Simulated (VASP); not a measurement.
Input of a VASP 6.6.1 run:

The input INCAR:

```
PREC = Accurate ; ENCUT = 520
EDIFF = 1E-6 ; ISMEAR = 0
SIGMA = 0.05 ; LREAL = F
LASPH = T ; NELM = 80
ALGO = Normal ; ISIF = 2
LWAVE = F ; LCHARG = F
GGA = PS ; NBANDS = 26
```

The input KPOINTS:

```
regular mesh
0
Gamma
  8 8 8
```

Contents of POSCAR:

```
AlN
1.0
   -3.1135599857      0.0000000000      0.0000000000
    0.0000000000      5.3928440876      0.0000000000
    1.5567799928     -2.6964220438     -4.9833504711
Al N
4 4
Direct
    1.0048970343      0.3337814449      0.9984886819
    0.5048970343      0.8337814449      0.9984886819
    0.2435916475      0.9147072369      0.4984886819
    0.7435916475      0.4147072369      0.4984886819
    0.8032062071      0.1441855807      0.6165124308
    0.3032062071      0.6441855807      0.6165124308
    0.0633062237      0.7223268502      0.1165124308
    0.5633062237      0.2223268502      0.1165124308
```

Potentials or basis: VASP PAW PBE potentials, release 64 (Al, N).

Run with:

```bash
$ cat potpaw_PBE.64/Al/POTCAR potpaw_PBE.64/N/POTCAR > POTCAR
$ mpirun -np 1 vasp_std > vasp.out
```

Task: Predict the largest force.

Result: 0.324 eV/Å.

Task: Predict the pressure.

Result: 0.1 GPa.

Stress tensor (GPa, compression positive):
```
-1.55 -0.07  0.00
-0.07  1.73  0.00
 0.00  0.00  0.04
```

Caveat: the cell differs from its parent crystal (atoms displaced along several vibrational modes); the PAW data sets were made with another functional, which shifts forces and pressure a little.
